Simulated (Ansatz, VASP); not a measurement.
Two plane-wave programs on SnSbS2

File INCAR:

```
SYSTEM = SnSbS2
PREC     = Accurate       ! precision mode
ENCUT    = 520            ! plane-wave cutoff, eV
EDIFF    = 1E-6           ! SCF threshold, eV
ISMEAR   = 0              ! smearing method
SIGMA    = 0.1            ! smearing width, eV
LREAL    = .False.        ! projectors in reciprocal space
LASPH    = .True.         ! aspherical terms in the spheres
NELM     = 60             ! most SCF steps
ALGO     = Normal         ! electronic algorithm
ISIF     = 2              ! what is computed and relaxed
LWAVE    = .False.        ! write WAVECAR
LCHARG   = .False.        ! write CHGCAR
GGA      = PE             ! functional
NBANDS   = 24             ! bands
```

The input KPOINTS:

```
Automatic mesh
0
Gamma
  6 6 4
  0 0 0
```

File POSCAR:

```
SnSbS2
1.0
    4.4073485100      0.0000000000      0.0000000000
   -2.2036742500      3.8168757700      0.0000000000
    0.0000000000      0.0000000000      5.6776528600
Sn Sb S
1 1 2
Direct
    0.0000000000      0.0000000000      0.0000000000
    0.0000000000      0.0000000000      0.5000000000
    0.3333333300      0.6666666700      0.2103273900
    0.6666666700      0.3333333300      0.7896726100
```

Input for Ansatz:

```yaml
crystal:
  lattice:
    - [4.40734851, 0.0, 0.0]
    - [-2.20367425, 3.81687577, 0.0]
    - [0.0, 0.0, 5.67765286]
  atoms:
    - { symbol: Sn, position: [0.0, 0.0, 0.0] }
    - { symbol: Sb, position: [0.0, 0.0, 0.5] }
    - { symbol: S, position: [0.33333333, 0.66666667, 0.21032739] }
    - { symbol: S, position: [0.66666667, 0.33333333, 0.78967261] }
basis:
  ecutwfc: 420
kpoints:
  mp_grid: { grid: [6, 6, 4] }
hamiltonian:
  xc: pbe
scf:
  occupations: { method: gaussian, width: 0.1 }
  lower_state_search: "off"
output:
  forces: true
  stress: true
  eigenvalues: true
```

Change from the starting cell: species swapped into the NiSn2Au type (P-3m1, No. 164).

Alike in both runs: task single point; functional PBE; k mesh 6 × 6 × 4; occupations gaussian, width 0.1 eV; no spin polarisation.

|  | VASP | Ansatz |
| --- | --- | --- |
| version | VASP 6.6.1 | Ansatz 0.2.0 |
| potentials or method | VASP PAW PBE potentials, release 64 (Sn_d, Sb, S), cutoff 520 eV | scalar-relativistic, plane waves, PAW |
| valence electrons in the cell | 31 | 41 |

Ansatz gave:

```
gap on the k mesh at the Fermi level (eV)                     : none
pressure (GPa)                                                : 5.9
traceless stress, the component that is largest in VASP (GPa) : 4.75
rms of the force components (eV/Å)                            : 0.624
```

Which values does VASP return?

gap on the k mesh at the Fermi level (eV): none; pressure (GPa): 5.8; traceless stress, the component that is largest in VASP (GPa): 4.71; rms of the force components (eV/Å): 0.627.

Atom by atom the forces differ by 0.003 eV/Å (rms over components). A gap of «none» marks a metal or a gap that the smearing closes. VASP's potentials hold 31 valence electrons a cell and Ansatz's 41, so a difference there can come from the potentials and not from the codes.

Neither program's run includes spin-orbit coupling.
